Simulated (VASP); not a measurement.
# PbS (Galena) (Fm-3m) in VASP: a series of runs

Aim: see how the results for PbS (Galena) move with the level of theory and the settings. Levels: LDA, PBE, PBEsol, RPBE. Tasks: single point.

Everything below comes from runs of VASP 6.6.1. Logs are shortened: lines on timing, memory, paths and dates and some standing lists are left out, and cuts for length are marked.

### 1 The cell of the first run

It takes space group Fm-3m (No. 225, cubic). Conventional cell: a = 5.931 Å, b = 5.931 Å, c = 5.931 Å, α = 90.00°, β = 90.00°, γ = 90.00°. Within 3.9 Å of Pb (site symmetry m-3m) lie 6 S at 2.97 Å. Within 3.9 Å of S (site symmetry m-3m) lie 6 Pb at 2.97 Å.

### 2 Single point, LDA

INCAR

```
  PREC = Accurate
  ENCUT = 520
  EDIFF = 1E-6
  ISMEAR = -1
  SIGMA = 0.05
  LREAL = False
  LASPH = True
  NELM = 100
  ALGO = Normal
  ISIF = 2
  LWAVE = False
  LCHARG = False
  NBANDS = 17
```

KPOINTS

```
regular mesh
0
Gamma
  5 5 5
```

POSCAR

```
PbS
1.0
    0.0000000000      2.9657500000      2.9657500000
    2.9657500000      0.0000000000      2.9657500000
    2.9657500000      2.9657500000      0.0000000000
Pb S
1 1
Direct
    0.0000000000      0.0000000000      0.0000000000
    0.5000000000      0.5000000000      0.5000000000
```

Potentials or basis: VASP PAW LDA potentials, release 64 (Pb_d, S).

Started as:

```
> cat potpaw_LDA.64/Pb_d/POTCAR potpaw_LDA.64/S/POTCAR > POTCAR
> mpirun -np 1 vasp_std > vasp.out
```

OUTCAR:

```text
PREC = Accurate
   ENCUT = 520
   EDIFF = 1E-6
   ISMEAR = -1
   LREAL = False
   LASPH = True
   NELM = 100
   ISIF = 2

 ion  position               nearest neighbor table
   1  0.000  0.000  0.000-   2 2.97   2 2.97   2 2.97   2 2.97   2 2.97   2 2.97
   2  0.500  0.500  0.500-   1 2.97   1 2.97   1 2.97   1 2.97   1 2.97   1 2.97

  LATTYP: Found a face centered cubic cell.
 ALAT       =     5.9315000000

  Lattice vectors:

 A1 = (   0.0000000000,   2.9657500000,   2.9657500000)
 A2 = (   2.9657500000,   0.0000000000,   2.9657500000)
 A3 = (   2.9657500000,   2.9657500000,   0.0000000000)

Analysis of symmetry for initial positions (statically):
=====================================================================
 Subroutine PRICEL returns:
 Original cell was already a primitive cell.

 Routine SETGRP: Setting up the symmetry group for a
 face centered cubic supercell.

 Subroutine GETGRP returns: Found 48 space group operations
[... 9 lines left out ...]

 Routine SETGRP: Setting up the symmetry group for a
 face centered cubic supercell.

 Subroutine GETGRP returns: Found 48 space group operations
[... 11 lines left out ...]
                                     Primitive cell

  volume of cell :      52.1715

  direct lattice vectors                    reciprocal lattice vectors
     0.000000000  2.965750000  2.965750000    -0.168591419  0.168591419  0.168591419
     2.965750000  0.000000000  2.965750000     0.168591419 -0.168591419  0.168591419
     2.965750000  2.965750000  0.000000000     0.168591419  0.168591419 -0.168591419

  length of vectors
     4.194203873  4.194203873  4.194203873     0.292008903  0.292008903  0.292008903

  position of ions in fractional coordinates (direct lattice)
     0.000000000  0.000000000  0.000000000
     0.500000000  0.500000000  0.500000000

  ion indices of the primitive-cell ions
   primitive index   ion index
                 1           1
                 2           2

----------------------------------------------------------------------------------------

 KPOINTS: regular mesh

Automatic generation of k-mesh.
 Grid dimensions read from file:
 generate k-points for:    5    5    5

 Generating k-lattice:

  Cartesian coordinates                     Fractional coordinates (reciprocal lattice)
    -0.033718284  0.033718284  0.033718284     0.200000000  0.000000000  0.000000000
     0.033718284 -0.033718284  0.033718284     0.000000000  0.200000000  0.000000000
     0.033718284  0.033718284 -0.033718284     0.000000000  0.000000000  0.200000000

  Length of vectors
     0.058401781  0.058401781  0.058401781

  Shift w.r.t. Gamma in fractional coordinates (k-lattice)
     0.000000000  0.000000000  0.000000000

 Subroutine IBZKPT returns following result:
 ===========================================

 Found     10 irreducible k-points:

 Following reciprocal coordinates:
            Coordinates               Weight
  0.000000  0.000000  0.000000      1.000000
  0.200000  0.000000  0.000000      8.000000
  0.400000  0.000000  0.000000      8.000000
  0.200000  0.200000  0.000000      6.000000
  0.400000  0.200000  0.000000     24.000000
 -0.400000  0.200000  0.000000     24.000000
 -0.200000  0.200000  0.000000     12.000000
  0.400000  0.400000  0.000000      6.000000
 -0.400000  0.400000  0.000000     12.000000
 -0.400000  0.400000  0.200000     24.000000
   k-points           NKPTS =     10   k-points in BZ     NKDIM =     10   number of bands    NBANDS=     17
   number of dos      NEDOS =    301   number of ions     NIONS =      2
   total plane-waves  NPLWV =  32768
   dimension x,y,z NGX =    32 NGY =   32 NGZ =   32
   dimension x,y,z NGXF=    64 NGYF=   64 NGZF=   64
   ions per type =               1   1
   NGX,Y,Z   is equivalent  to a cutoff of  12.68, 12.68, 12.68 a.u.
   NGXF,Y,Z  is equivalent  to a cutoff of  25.37, 25.37, 25.37 a.u.
 SYSTEM =  unknown system
   PREC   = accura    normal or accurate (medium, high low for compatibility)
   ISTART =      0    job   : 0-new  1-cont  2-samecut
   ICHARG =      2    charge: 1-file 2-atom 10-const
   ISPIN  =      1    spin polarized calculation?
   LNONCOLLINEAR =      F non collinear calculations
   LSORBIT =      F    spin-orbit coupling
   LASPH  =      T    aspherical Exc in radial PAW
   ENCUT  =  520.0 eV  38.22 Ry    6.18 a.u.   7.80  7.80  7.80*2*pi/ulx,y,z
   NELM   =    100;   NELMIN=  2; NELMDL= -5     # of ELM steps
   EDIFF  = 0.1E-05   stopping-criterion for ELM
   LREAL  =      F    real-space projection
   EDIFFG = 0.1E-04   stopping-criterion for IOM
   NSW    =      0    number of steps for IOM
   IBRION =     -1    ionic relax: 0-MD 1-quasi-New 2-CG
   NFREE  =      0    steps in history (QN), initial steepest desc. (CG)
   ISIF   =      2    stress and relaxation
   ISYM   =      2    0-nonsym 1-usesym 2-fastsym
   POTIM  = 0.5000    time-step for ionic-motion
   TEBEG  =    0.0;   TEEND  =   0.0 temperature during run
   PSTRESS=    0.0 pullay stress
   NELECT =      20.0000    total number of electrons
   NUPDOWN=      -1.0000    fix difference up-down
   EMIN   =  10.00;   EMAX   =-10.00  energy-range for DOS
   EFERMI =   0.00;   METHOD = LEGACY
   ISMEAR =    -1;   SIGMA  =   0.05  broadening in eV -4-tet -1-fermi 0-gaus
   EFERMI_NEDOS =   21; number of points for ismear=-14 and -15
   IALGO  =     38    algorithm
   IMIX   =      4    mixing-type and parameters
     AMIX     =   0.40;   BMIX     =  1.00
     AMIX_MAG =   1.60;   BMIX_MAG =  1.00
  volume/ion in A,a.u.               =      26.09       176.04
  Fermi-wavevector in a.u.,A,eV,Ry     =   1.189251  2.247359 19.242973  1.414319
  Thomas-Fermi vector in A             =   2.325363
   LORBIT       =      0    0 simple, 1 ext, 2 COOP (PROOUT), +10 PAW based schemes
   GGA     = CA    functional components
   LHFCALC =     F    Hartree Fock is set to
   AEXX    =    0.0000 exact exchange contribution
   IVDW    =     0    specifies the selected vdW correction
   LEPSILON=     F    determine dielectric tensor
   LRPA    =     F    only Hartree local field effects (RPA)
 non-spin polarized calculation
  energy-cutoff  :      520.00
  volume of cell :       52.17
 maximum number of plane-waves:      1422
   NGX = 15   NGY = 15   NGZ = 15

 number of electron      19.9999998 magnetization

 Free energy of the ion-electron system (eV)
  ---------------------------------------------------
  ext. energy  EPLUGINS =         0.00000000
  ---------------------------------------------------
  free energy    TOTEN  =        -9.99734970 eV

  energy without entropy =       -9.99734878  energy(sigma->0) =       -9.99734924

 E-fermi :   5.7705     XC(G=0): -10.0320

 val. band max:        5.1518746792   @ k =   0.4000   0.0000   0.0000
 cond. band min:       6.3775985151   @ k =   0.4000   0.0000   0.0000
 fundamental gap:      1.2257238359
 Fermi energy:         5.7704972394

 k-point     1 :       0.0000    0.0000    0.0000
  band No.  band energies     occupation
      1     -11.1872      2.00000
      2     -11.1872      2.00000
      3     -11.1872      2.00000
      4     -11.1786      2.00000
      5     -11.1786      2.00000
      6      -7.9830      2.00000
[... 9 lines left out ...]
     16      12.2376      0.00000
     17      14.0308      0.00000

 k-point     2 :       0.2000    0.0000    0.0000
  band No.  band energies     occupation
      1     -11.1914      2.00000
      2     -11.1914      2.00000
      3     -11.1857      2.00000
      4     -11.1690      2.00000
      5     -11.1690      2.00000
      6      -7.6435      2.00000
[... 9 lines left out ...]
     16      13.0700      0.00000
     17      16.4835      0.00000

 k-point     3 :       0.4000    0.0000    0.0000
  band No.  band energies     occupation
      1     -11.2083      2.00000
      2     -11.2083      2.00000
      3     -11.1844      2.00000
      4     -11.1431      2.00000
      5     -11.1431      2.00000
      6      -6.8800      2.00000
[... 9 lines left out ...]
     16      14.9711      0.00000
     17      16.9199      0.00000

 k-point     4 :       0.2000    0.2000    0.0000
  band No.  band energies     occupation
      1     -11.2147      2.00000
      2     -11.1964      2.00000
      3     -11.1694      2.00000
      4     -11.1662      2.00000
      5     -11.1662      2.00000
      6      -7.5190      2.00000
[... 9 lines left out ...]
     16      14.6125      0.00000
     17      15.1427      0.00000

 k-point     5 :       0.4000    0.2000    0.0000
  band No.  band energies     occupation
      1     -11.2468      2.00000
      2     -11.1920      2.00000
      3     -11.1811      2.00000
      4     -11.1523      2.00000
      5     -11.1393      2.00000
      6      -6.8658      2.00000
[... 9 lines left out ...]
     16      15.9582      0.00000
     17      17.0042      0.00000

 k-point     6 :      -0.4000    0.2000    0.0000
  band No.  band energies     occupation
      1     -11.2411      2.00000
      2     -11.1951      2.00000
      3     -11.1742      2.00000
      4     -11.1538      2.00000
      5     -11.1407      2.00000
      6      -6.5147      2.00000
[... 9 lines left out ...]
     16      14.9695      0.00000
     17      17.2442      0.00000

 k-point     7 :      -0.2000    0.2000    0.0000
  band No.  band energies     occupation
      1     -11.2078      2.00000
      2     -11.1965      2.00000
      3     -11.1806      2.00000
      4     -11.1640      2.00000
      5     -11.1534      2.00000
      6      -7.1339      2.00000
[... 9 lines left out ...]
     16      15.3778      0.00000
     17      15.8202      0.00000

 k-point     8 :       0.4000    0.4000    0.0000
  band No.  band energies     occupation
      1     -11.3136      2.00000
      2     -11.2112      2.00000
      3     -11.1546      2.00000
      4     -11.1306      2.00000
      5     -11.1306      2.00000
      6      -6.4855      2.00000
[... 9 lines left out ...]
     16      17.3163      0.00000
     17      17.6943      0.00000

 k-point     9 :      -0.4000    0.4000    0.0000
  band No.  band energies     occupation
      1     -11.3069      2.00000
      2     -11.1983      2.00000
      3     -11.1651      2.00000
      4     -11.1363      2.00000
      5     -11.1297      2.00000
      6      -6.2492      2.00000
[... 9 lines left out ...]
     16      16.8450      0.00000
     17      18.0117      0.00000

 k-point    10 :      -0.4000    0.4000    0.2000
  band No.  band energies     occupation
      1     -11.2777      2.00000
      2     -11.1828      2.00000
      3     -11.1801      2.00000
      4     -11.1534      2.00000
      5     -11.1310      2.00000
      6      -6.3614      2.00000
[... 9 lines left out ...]
     16      17.1211      0.00000
     17      17.2235      0.00000

------------------------ aborting loop because EDIFF is reached ----------------------------------------

  FORCE on cell =-STRESS in cart. coord.  units (eV):
  Direction    XX          YY          ZZ          XY          YZ          ZX
  --------------------------------------------------------------------------------------
  -------------------------------------------------------------------------------------
  Total       -0.9049083     -0.9049083     -0.9049083      0.0000000      0.0000000     -0.0000000
  in kB      -27.7895516    -27.7895516    -27.7895516      0.0000000      0.0000000     -0.0000000
  external PRESSURE =     -27.7895516 kB  Pullay stress =       0.0000000 kB

 VOLUME and BASIS-vectors are now :
 -----------------------------------------------------------------------------
  energy-cutoff  :      520.00
  volume of cell :       52.17
      direct lattice vectors                 reciprocal lattice vectors
     0.000000000  2.965750000  2.965750000    -0.168591419  0.168591419  0.168591419
     2.965750000  0.000000000  2.965750000     0.168591419 -0.168591419  0.168591419
     2.965750000  2.965750000  0.000000000     0.168591419  0.168591419 -0.168591419

 POSITION                                       TOTAL-FORCE (eV/Angst)
 -----------------------------------------------------------------------------------
      0.00000      0.00000      0.00000         0.000000      0.000000      0.000000
      2.96575      2.96575      2.96575        -0.000000     -0.000000     -0.000000
 -----------------------------------------------------------------------------------
    total drift:                                0.000000     -0.000000     -0.000000

  FREE ENERGIE OF THE ION-ELECTRON SYSTEM (eV)
  ---------------------------------------------------
  free  energy   TOTEN  =        -9.9973496992 eV

  energy  without entropy=       -9.9973487817  energy(sigma->0) =       -9.99734924
```

Wall time 3.5 s (1 thread of Intel Xeon 6975P-C (Granite Rapids), shared host); peak memory 0.15 GiB.

What came out:

```yaml
Free_energy: -9.9973 eV
Pressure: -2.8 GPa
```

Levels at points of the mesh, in eV from the Fermi level:
| k point | band 8 | band 9 | band 10 | band 11 | band 12 | band 13 |
| --- | --- | --- | --- | --- | --- | --- |
| (0.00, 0.00, 0.00) | -2.35 | -2.35 | -2.35 | 4.89 | 4.89 | 4.89 |

Caveat: this odd mesh misses L, where the gap lies, so gap, dielectric constants and Born charges aren't listed; spin-orbit coupling is left out, which moves the levels of the heavy elements.

(Continued in part 2 of 3.)
